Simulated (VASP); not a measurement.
Wanted: the native input for a VASP 6.6.1 run.

| Item | Value |
| --- | --- |
| Task | single point |
| Functional | PBE |
| Potentials or basis | VASP PAW PBE potentials, release 64 (Cs_sv, Be) |
| Cutoff | 520 eV |
| k mesh | 6 × 6 × 4 |
| Occupations | gaussian, width 0.1 eV |
| Spin | no spin polarisation |
| Dipole correction | no |
| Further INCAR settings | ALGO = Fast; EDIFF = 1e-06; NBANDS = 12 |

The structure of CsBe lies in POSCAR:

```
CsBe
1.0
    4.4731484136      0.0000000000      0.0000000000
    0.0000000000      4.4731484136      0.0000000000
    0.0000000000      0.0000000000      4.2191881418
Cs Be
1 1
Direct
    0.5000000000      0.5000000000      0.5000000000
    0.0000000000      0.0000000000      0.0000000000
```

These files were run (other wordings do the same):

INCAR

```
PREC = Accurate ; ENCUT = 520
EDIFF = 1E-6 ; ISMEAR = 0
SIGMA = 0.1 ; LREAL = F
LASPH = T ; NELM = 100
ALGO = Fast ; ISIF = 2
LWAVE = F ; LCHARG = F
GGA = PE ; NBANDS = 12
```

KPOINTS

```
Automatic mesh
0
Gamma
  6 6 4
```

Potentials or basis: VASP PAW PBE potentials, release 64 (Cs_sv, Be).

Launch:

```console
$ cat potpaw_PBE.64/Cs_sv/POTCAR potpaw_PBE.64/Be/POTCAR > POTCAR
$ mpirun -np 1 vasp_std > vasp.out
```

Results of the run:

The pressure is 0.1 GPa.

Caveat: the k points lie up to 0.37 Å⁻¹ apart.

It took 23 s on 1 thread of Oxide Virtual Turin-like Processor (shared host), peak memory 0.17 GiB.
